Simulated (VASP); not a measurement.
Runs of VASP 6.6.1 on Ta. The structure is that of space group Im-3m (No. 229), or close to it. The cells are those of the table. 

```csv
task,cell,k mesh,cutoff (eV),gap on the mesh (eV),pressure (GPa)
single point,"a = 2.944 Å, angles 109.5°, 1 atom",22 × 22 × 22,520,none,-6.0
single point,"a = 3.018 Å, angles 109.5°, 1 atom",22 × 22 × 22,520,none,-15.9
single point,"a = 2.982 Å, angles 109.5°, 1 atom",22 × 22 × 22,520,none,-11.4
single point,"a = 2.867 Å, angles 109.5°, 1 atom",22 × 22 × 22,520,none,8.8
relaxation of cell and atoms,"relaxed from a = 2.863 Å, angles 109.5°, 1 atom",13 × 13 × 13,600,none,0.0
single point,"a = 2.906 Å, angles 109.5°, 1 atom",22 × 22 × 22,520,none,(c)
single point,"a = 2.826 Å, angles 109.5°, 1 atom",22 × 22 × 22,520,none,18.6
single point,"a = 2.906 Å, angles 109.5°, 1 atom",13 × 13 × 13,520,none,(b)
single point,"a = 2.785 Å, angles 109.5°, 1 atom",22 × 22 × 22,520,none,(a)
```

Alike in all rows: level BLYP; potentials or basis VASP PAW PBE potentials, release 64 (Ta_pv); no spin polarisation; smearing fermi-dirac 0.1 eV.

Fill in the values left out.

(a) 30.6; (b) 0.9; (c) 0.7.

Caveats: the PAW data sets were made with another functional, which shifts forces and pressure a little; spin-orbit coupling is left out, which moves the levels of the heavy elements.

A k mesh can miss the band edges, and the runs leave out spin-orbit coupling on Ta.

A gap of «none» marks levels without a gap at the run's occupations.
